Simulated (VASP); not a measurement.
# Ta5Si (P6/mmm) in VASP: further runs

Ta5Si is run at these levels: PBE; tasks: single point, relaxation of cell and atoms.

All numbers are computed with VASP 6.6.1; they aren't measurements. Logs are shortened: lines on timing, memory, paths and dates and some standing lists are left out, and cuts for length are marked.

## (1) The cell of the first run

Symmetry: P6/mmm, No. 191, hexagonal system. Conventional cell: a = 4.745 Å, b = 4.745 Å, c = 5.436 Å, α = 90.00°, β = 90.00°, γ = 120.00°. Within 3.5 Å of Ta (site symmetry 3m) lie 8 Ta at 2.65 to 3.04 Å and 3 Si at 3.07 Å. Within 3.6 Å of Ta (site symmetry 6/mmm) lie 2 Si at 2.72 Å and 12 Ta at 3.04 Å. Within 3.6 Å of Si (site symmetry 6/mmm) lie 14 Ta at 2.72 to 3.07 Å.

The cell was built from a structure type or drawn by symmetry, and may not be a known phase.

## (2) Single point, PBE

INCAR reads:

```
SYSTEM = Ta5Si
  PREC = Accurate
  ENCUT = 520
  EDIFF = 1E-6
  ISMEAR = 0
  SIGMA = 0.1
  LREAL = .False.
  LASPH = .True.
  NELM = 100
  ALGO = Normal
  ISIF = 2
  LWAVE = .False.
  LCHARG = .False.
  GGA = PE
  NBANDS = 38
```

KPOINTS reads:

```
regular mesh
0
Gamma
  6 6 4
  0 0 0
```

POSCAR reads:

```
Ta5Si
1.0
    4.7451676390      0.0000000000      0.0000000000
   -2.3725838195      4.1094357206      0.0000000000
    0.0000000000      0.0000000000      5.4362656707
Ta Si
5 1
Direct
    0.3333333333      0.6666666667      0.2565773891
    0.3333333333      0.6666666667      0.7434226109
    0.6666666667      0.3333333333      0.7434226109
    0.6666666667      0.3333333333      0.2565773891
    0.0000000000      0.0000000000      0.5000000000
    0.0000000000      0.0000000000      0.0000000000
```

Potentials or basis: VASP PAW PBE potentials, release 64 (Ta_pv, Si).

Started as:

```bash
$ cat potpaw_PBE.64/Ta_pv/POTCAR potpaw_PBE.64/Si/POTCAR > POTCAR
$ mpirun -np 1 vasp_std > vasp.out
```

OUTCAR:

```text
SYSTEM = Ta5Si
   PREC = Accurate
   ENCUT = 520
   EDIFF = 1E-6
   ISMEAR = 0
   LREAL = .False.
   LASPH = .True.
   NELM = 100
   ISIF = 2
   GGA = PE

 ion  position               nearest neighbor table
   1  0.333  0.667  0.257-   2 2.65   4 2.74   4 2.74   4 2.74   2 2.79   5 3.04   5 3.04   5 3.04
                             6 3.07   6 3.07   6 3.07
   2  0.333  0.667  0.743-   1 2.65   3 2.74   3 2.74   3 2.74   1 2.79   5 3.04   5 3.04   5 3.04
                             6 3.07   6 3.07   6 3.07
   3  0.667  0.333  0.743-   4 2.65   2 2.74   2 2.74   2 2.74   4 2.79   5 3.04   5 3.04   5 3.04
                             6 3.07   6 3.07   6 3.07
   4  0.667  0.333  0.257-   3 2.65   1 2.74   1 2.74   1 2.74   3 2.79   5 3.04   5 3.04   5 3.04
                             6 3.07   6 3.07   6 3.07
   5  0.000  0.000  0.500-   6 2.72   6 2.72   3 3.04   4 3.04   1 3.04   2 3.04   3 3.04   4 3.04
                             1 3.04   2 3.04   3 3.04   4 3.04   1 3.04   2 3.04
   6  0.000  0.000  0.000-   5 2.72   5 2.72   3 3.07   4 3.07   1 3.07   2 3.07   3 3.07   4 3.07
                             1 3.07   2 3.07   3 3.07   4 3.07   1 3.07   2 3.07

  LATTYP: Found a hexagonal cell.
 ALAT       =     4.7451676390
 C/A-ratio  =     1.1456424903

  Lattice vectors:

 A1 = (   4.7451676390,   0.0000000000,   0.0000000000)
 A2 = (  -2.3725838195,   4.1094357206,   0.0000000000)
 A3 = (   0.0000000000,   0.0000000000,   5.4362656707)

Analysis of symmetry for initial positions (statically):
=====================================================================
 Subroutine PRICEL returns:
 Original cell was already a primitive cell.

 Routine SETGRP: Setting up the symmetry group for a
 hexagonal supercell.

 Subroutine GETGRP returns: Found 24 space group operations
 (whereof 24 operations were pure point group operations)
 out of a pool of 24 trial point group operations.

The static configuration has the point symmetry D_6h.

Analysis of symmetry for dynamics (positions and initial velocities):
=====================================================================
 Subroutine PRICEL returns:
 Original cell was already a primitive cell.

 Routine SETGRP: Setting up the symmetry group for a
 hexagonal supercell.

 Subroutine GETGRP returns: Found 24 space group operations
 (whereof 24 operations were pure point group operations)
 out of a pool of 24 trial point group operations.

The dynamic configuration has the point symmetry D_6h.

 Subroutine INISYM returns: Found 24 space group operations
 (whereof 24 operations are pure point group operations),
 and found     1 'primitive' translations

----------------------------------------------------------------------------------------

                                     Primitive cell

  volume of cell :     106.0070

  direct lattice vectors                    reciprocal lattice vectors
     4.745167639  0.000000000  0.000000000     0.210740711  0.121671206  0.000000000
    -2.372583819  4.109435721  0.000000000     0.000000000  0.243342412  0.000000000
     0.000000000  0.000000000  5.436265671     0.000000000  0.000000000  0.183949803

  length of vectors
     4.745167639  4.745167639  5.436265671     0.243342412  0.243342412  0.183949803

  position of ions in fractional coordinates (direct lattice)
     0.333333333  0.666666667  0.256577389
     0.333333333  0.666666667  0.743422611
     0.666666667  0.333333333  0.743422611
     0.666666667  0.333333333  0.256577389
     0.000000000  0.000000000  0.500000000
     0.000000000  0.000000000  0.000000000

  ion indices of the primitive-cell ions
   primitive index   ion index
                 1           1
                 2           2
                 3           3
                 4           4
                 5           5
                 6           6

----------------------------------------------------------------------------------------

 KPOINTS: regular mesh

Automatic generation of k-mesh.
 Grid dimensions read from file:
 generate k-points for:    6    6    4

 Generating k-lattice:

  Cartesian coordinates                     Fractional coordinates (reciprocal lattice)
     0.035123452  0.020278534  0.000000000     0.166666667  0.000000000  0.000000000
     0.000000000  0.040557069  0.000000000     0.000000000  0.166666667  0.000000000
     0.000000000  0.000000000  0.045987451     0.000000000  0.000000000  0.250000000

  Length of vectors
     0.040557069  0.040557069  0.045987451

  Shift w.r.t. Gamma in fractional coordinates (k-lattice)
     0.000000000  0.000000000  0.000000000

 Subroutine IBZKPT returns following result:
 ===========================================

 Found     21 irreducible k-points:

 Following reciprocal coordinates:
            Coordinates               Weight
  0.000000  0.000000  0.000000      1.000000
  0.166667 -0.000000  0.000000      6.000000
  0.333333  0.000000  0.000000      6.000000
  0.500000 -0.000000  0.000000      3.000000
  0.166667  0.166667  0.000000      6.000000
  0.333333  0.166667  0.000000     12.000000
[... 13 lines left out ...]
  0.333333  0.166667  0.500000     12.000000
  0.333333  0.333333  0.500000      2.000000
   k-points           NKPTS =     21   k-points in BZ     NKDIM =     21   number of bands    NBANDS=     38
   number of dos      NEDOS =    301   number of ions     NIONS =      6
   total plane-waves  NPLWV =  51840
   dimension x,y,z NGX =    36 NGY =   36 NGZ =   40
   dimension x,y,z NGXF=    72 NGYF=   72 NGZF=   80
   ions per type =               5   1
   NGX,Y,Z   is equivalent  to a cutoff of  12.61, 12.61, 12.23 a.u.
   NGXF,Y,Z  is equivalent  to a cutoff of  25.23, 25.23, 24.46 a.u.
 SYSTEM =  Ta5Si
   PREC   = accura    normal or accurate (medium, high low for compatibility)
   ISTART =      0    job   : 0-new  1-cont  2-samecut
   ICHARG =      2    charge: 1-file 2-atom 10-const
   ISPIN  =      1    spin polarized calculation?
   LNONCOLLINEAR =      F non collinear calculations
   LSORBIT =      F    spin-orbit coupling
   LASPH  =      T    aspherical Exc in radial PAW
   ENCUT  =  520.0 eV  38.22 Ry    6.18 a.u.   8.82  8.82 10.11*2*pi/ulx,y,z
   NELM   =    100;   NELMIN=  2; NELMDL= -5     # of ELM steps
   EDIFF  = 0.1E-05   stopping-criterion for ELM
   LREAL  =      F    real-space projection
   EDIFFG = 0.1E-04   stopping-criterion for IOM
   NSW    =      0    number of steps for IOM
   IBRION =     -1    ionic relax: 0-MD 1-quasi-New 2-CG
   NFREE  =      0    steps in history (QN), initial steepest desc. (CG)
   ISIF   =      2    stress and relaxation
   ISYM   =      2    0-nonsym 1-usesym 2-fastsym
   POTIM  = 0.5000    time-step for ionic-motion
   TEBEG  =    0.0;   TEEND  =   0.0 temperature during run
   PSTRESS=    0.0 pullay stress
   NELECT =      59.0000    total number of electrons
   NUPDOWN=      -1.0000    fix difference up-down
   EMIN   =  10.00;   EMAX   =-10.00  energy-range for DOS
   EFERMI =   0.00;   METHOD = LEGACY
   ISMEAR =     0;   SIGMA  =   0.10  broadening in eV -4-tet -1-fermi 0-gaus
   EFERMI_NEDOS =   21; number of points for ismear=-14 and -15
   IALGO  =     38    algorithm
   IMIX   =      4    mixing-type and parameters
     AMIX     =   0.40;   BMIX     =  1.00
     AMIX_MAG =   1.60;   BMIX_MAG =  1.00
  volume/ion in A,a.u.               =      17.67       119.23
  Fermi-wavevector in a.u.,A,eV,Ry     =   1.346627  2.544756 24.672868  1.813405
  Thomas-Fermi vector in A             =   2.474444
   LORBIT       =      0    0 simple, 1 ext, 2 COOP (PROOUT), +10 PAW based schemes
   GGA     = PE    functional components
   LHFCALC =     F    Hartree Fock is set to
   AEXX    =    0.0000 exact exchange contribution
   IVDW    =     0    specifies the selected vdW correction
   LEPSILON=     F    determine dielectric tensor
   LRPA    =     F    only Hartree local field effects (RPA)
 non-spin polarized calculation
 Gauss-broadening in eV      SIGMA  =   0.10
  energy-cutoff  :      520.00
  volume of cell :      106.01
 maximum number of plane-waves:      2895
 NGX is ok and might be reduce to    36
   NGX = 17   NGY = 17   NGZ = 21

 number of electron      58.9999990 magnetization

 Free energy of the ion-electron system (eV)
  ---------------------------------------------------
  ext. energy  EPLUGINS =         0.00000000
  ---------------------------------------------------
  free energy    TOTEN  =       -63.68468704 eV

  energy without entropy =      -63.66846937  energy(sigma->0) =      -63.67657821

 E-fermi :   6.5584     XC(G=0): -12.3214

 val. band max:        6.5449300021   @ k =   0.3333   0.3333   0.0000
 cond. band min:       6.5689968002   @ k =   0.3333   0.0000   0.0000
 fundamental gap:      0.0240667981
 Fermi energy:         6.5584310013

 k-point     1 :       0.0000    0.0000    0.0000
  band No.  band energies     occupation
      1     -28.4020      2.00000
      2     -28.1552      2.00000
      3     -28.1114      2.00000
      4     -28.1114      2.00000
      5     -27.9514      2.00000
      6     -27.9408      2.00000
[... 30 lines left out ...]
     37       9.4787      0.00000
     38       9.4787      0.00000

 k-point     2 :       0.1667   -0.0000    0.0000
  band No.  band energies     occupation
      1     -28.4002      2.00000
      2     -28.1732      2.00000
      3     -28.1711      2.00000
      4     -28.1143      2.00000
      5     -27.9806      2.00000
      6     -27.9578      2.00000
[... 30 lines left out ...]
     37       9.2535      0.00000
     38       9.8127      0.00000

 k-point     3 :       0.3333    0.0000    0.0000
  band No.  band energies     occupation
      1     -28.3872      2.00000
      2     -28.2592      2.00000
      3     -28.2113      2.00000
      4     -28.0402      2.00000
      5     -28.0395      2.00000
      6     -27.9896      2.00000
[... 30 lines left out ...]
     37       9.6914      0.00000
[... 658 lines left out ...]
 k-point    20 :       0.3333    0.1667    0.5000
  band No.  band energies     occupation
      1     -28.1943      2.00000
      2     -28.1931      2.00000
      3     -28.0026      2.00000
      4     -27.9236      2.00000
      5     -27.9087      2.00000
      6     -27.7676      2.00000
[... 30 lines left out ...]
     37       8.7388      0.00000
     38       9.4670      0.00000

 k-point    21 :       0.3333    0.3333    0.5000
  band No.  band energies     occupation
      1     -28.2446      2.00000
      2     -28.1466      2.00000
      3     -27.9751      2.00000
      4     -27.9751      2.00000
      5     -27.8043      2.00000
      6     -27.7407      2.00000
[... 30 lines left out ...]
     37       8.3089      0.00000
     38       9.4823      0.00000

------------------------ aborting loop because EDIFF is reached ----------------------------------------

  FORCE on cell =-STRESS in cart. coord.  units (eV):
  Direction    XX          YY          ZZ          XY          YZ          ZX
  --------------------------------------------------------------------------------------
  -------------------------------------------------------------------------------------
  Total        0.1522303      0.1522303      0.1783970      0.0000000     -0.0000000     -0.0000000
  in kB        2.3007916      2.3007916      2.6962725      0.0000000     -0.0000000     -0.0000000
  external PRESSURE =       2.4326186 kB  Pullay stress =       0.0000000 kB

 VOLUME and BASIS-vectors are now :
 -----------------------------------------------------------------------------
  energy-cutoff  :      520.00
  volume of cell :      106.01
      direct lattice vectors                 reciprocal lattice vectors
     4.745167639  0.000000000  0.000000000     0.210740711  0.121671206  0.000000000
    -2.372583819  4.109435721  0.000000000     0.000000000  0.243342412  0.000000000
     0.000000000  0.000000000  5.436265671     0.000000000  0.000000000  0.183949803

 POSITION                                       TOTAL-FORCE (eV/Angst)
 -----------------------------------------------------------------------------------
     -0.00000      2.73962      1.39482         0.000000      0.000000     -0.002687
     -0.00000      2.73962      4.04144        -0.000000      0.000000      0.002687
      2.37258      1.36981      4.04144         0.000000     -0.000000      0.002687
      2.37258      1.36981      1.39482        -0.000000     -0.000000     -0.002687
      0.00000      0.00000      2.71813         0.000000      0.000000      0.000000
      0.00000      0.00000      0.00000         0.000000      0.000000      0.000000
 -----------------------------------------------------------------------------------
    total drift:                                0.000000      0.000000      0.000000

  FREE ENERGIE OF THE ION-ELECTRON SYSTEM (eV)
  ---------------------------------------------------
  free  energy   TOTEN  =       -63.6846870423 eV

  energy  without entropy=      -63.6684693687  energy(sigma->0) =      -63.67657821
```

It took 2 min on 1 thread of Intel Xeon 8259CL, shared host; peak memory 0.25 GiB.

What came out:

* Free energy: -63.6847 eV
* Pressure: 0.2 GPa
* Band gap on the k mesh: zero (an odd number of electrons rules out a gap without spin polarisation)

Forces on the atoms (eV/Å):
```
Ta   0.000  0.000 -0.003
Ta   0.000  0.000  0.003
Ta   0.000  0.000  0.003
Ta   0.000  0.000 -0.003
Ta   0.000  0.000  0.000
Si   0.000  0.000  0.000
```

Levels at points of the mesh, in eV from the Fermi level:
```csv
k point,band 26,band 27,band 28,band 29,band 30,band 31,band 32,band 33,band 34,band 35
"(0.00, 0.00, 0.00)",-2.24,-0.97,-0.97,-0.47,-0.47,1.02,1.12,1.12,1.59,1.59
"(0.50, 0.00, 0.00)",-1.95,-1.88,-1.05,-0.85,-0.75,0.86,1.11,1.25,1.98,2.54
"(0.00, 0.00, 0.50)",-1.36,-1.25,-0.27,0.47,0.47,0.59,0.73,0.73,1.11,1.13
"(0.50, 0.00, 0.50)",-1.43,-1.23,-0.93,-0.58,0.12,0.54,0.89,1.42,1.88,1.92
```

Caveat: spin-orbit coupling is left out, which moves the levels of the heavy elements.

(Part 1 of 2 ends here.)
